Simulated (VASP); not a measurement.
Crystal: MgSn6N.

```
CELL_PARAMETERS angstrom
3.15000 0.00000 0.00000
0.00000 3.15000 0.00000
0.00000 0.00000 18.80000
ATOMIC_POSITIONS crystal
Mg 0.00000 0.00000 0.00000
Sn 0.50000 0.50000 0.58500
Sn 0.50000 0.50000 0.41500
Sn 0.50000 0.50000 0.12200
Sn 0.50000 0.50000 0.87800
Sn 0.00000 0.00000 0.73500
Sn 0.00000 0.00000 0.26500
N 0.50000 0.50000 0.00000
```

```yaml
Program: VASP 6.6.1
Task: relaxation of cell and atoms
Functional: PBE
Potentials_or_basis: VASP PAW PBE potentials, release 64 (Mg, Sn_d, N)
Cutoff: 600 eV
k_mesh: 5 × 5 × 1
Occupations: gaussian, width 0.2 eV
Spin: no spin polarisation
```

At the start: pressure 1.8 GPa; volume 23.32 Å³/atom.

Task: Where does the relaxation end?

Result: Over 12 steps the energy falls by 54.6 meV/atom and the volume is 24.09 Å³/atom (+3.3 %); space group P4/mmm (No. 123, to 0.1 Å) before and after.

The path:
| step | energy change (eV) | largest force (eV/Å) | pressure (GPa) | volume (Å³) |
| --- | --- | --- | --- | --- |
| 1 | 0.0000 | 0.4954 | 1.79 | 186.54 |
| 2 | -0.2167 | 0.4049 | -0.57 | 193.56 |
| 3 | -0.2571 | 0.5077 | -1.75 | 198.09 |
| 4 | -0.3428 | 0.3644 | -0.33 | 193.36 |
| 5 | -0.3428 | 0.3617 | -0.30 | 193.28 |
| 6 | -0.3844 | 0.2891 | 0.35 | 191.14 |
| 7 | -0.3944 | 0.2474 | 0.90 | 189.53 |
| 8 | -0.4160 | 0.1398 | -0.02 | 192.88 |
| 9 | -0.4166 | 0.1170 | -0.18 | 193.54 |
| 10 | -0.4308 | 0.0871 | -0.26 | 194.03 |
| 11 | -0.4337 | 0.0702 | -0.28 | 194.33 |
| 12 | -0.4365 | 0.0548 | 0.21 | 192.68 |

Final structure:
```xyz
8
Lattice="3.0816 0.0000 0.0000 0.0000 3.0816 0.0000 0.0000 0.0000 20.2904" Properties=species:S:1:pos:R:3 pbc="T T T"
Mg    3.0816    3.0816   20.2904
Sn    1.5408    1.5408   11.7061
Sn    1.5408    1.5408    8.5843
Sn    1.5408    1.5408    2.3734
Sn    1.5408    1.5408   17.9170
Sn    0.0000    0.0000   14.7553
Sn    0.0000    0.0000    5.5351
N     1.5408    1.5408   20.2904
```

Caveat: the k points lie up to 0.41 Å⁻¹ apart in the final cell, too coarse for converged energies and pressures of a metal; the relaxation stopped at a loose force limit of 0.08 eV/Å, so its end isn't a converged minimum.
